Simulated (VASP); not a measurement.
Al3Cu, 4 atoms in the cell. It takes space group P4mm (No. 99, tetragonal). Conventional cell: a = 2.780 Å, b = 2.780 Å, c = 7.603 Å, α = 90.00°, β = 90.00°, γ = 90.00°. Within 3.7 Å of Al (site symmetry 4mm) lie 12 Al at 2.78 to 2.89 Å. Within 3.5 Å of Al (site symmetry 4mm) lie 4 Cu at 2.63 Å and 9 Al at 2.78 to 3.36 Å. Al (site symmetry 4mm) has 4 Cu at 2.54 Å and 9 Al at 2.78 to 3.36 Å within 3.4 Å. Cu (site symmetry 4mm) has 8 Al at 2.54 to 2.63 Å and 4 Cu at 2.78 Å within 3.4 Å.  This cell differs from its parent crystal: atom 4 (Cu) moved -0.067 Å along Cartesian [0 0 1].

* Program: VASP 6.6.1
* Task: single point
* Functional: PBEsol
* Potentials or basis: VASP PAW PBE potentials, release 64 (Al, Cu)
* Cutoff: 520 eV
* k mesh: 18 × 18 × 6
* Occupations: gaussian, width 0.15 eV
* Spin: no spin polarisation
* Dipole correction: no
* Further INCAR settings: ALGO = Fast; EDIFF = 1e-06; NBANDS = 18

Potentials or basis: VASP PAW PBE potentials, release 64 (Al, Cu).

The run is started by

```console
$ cat potpaw_PBE.64/Al/POTCAR potpaw_PBE.64/Cu/POTCAR > POTCAR
$ mpirun -np 1 vasp_std > vasp.out
```

Hardware: 1 thread of AMD EPYC 9R45 96-Core Processor (Zen 5), with other jobs on the host.

Task: How long does it take, and how much memory?

Result: Run time: 3.2 min on 1 thread of AMD EPYC 9R45 96-Core Processor (Zen 5), on a shared host, peak memory 0.31 GiB. Counts: scf iterations 18, k points 220.
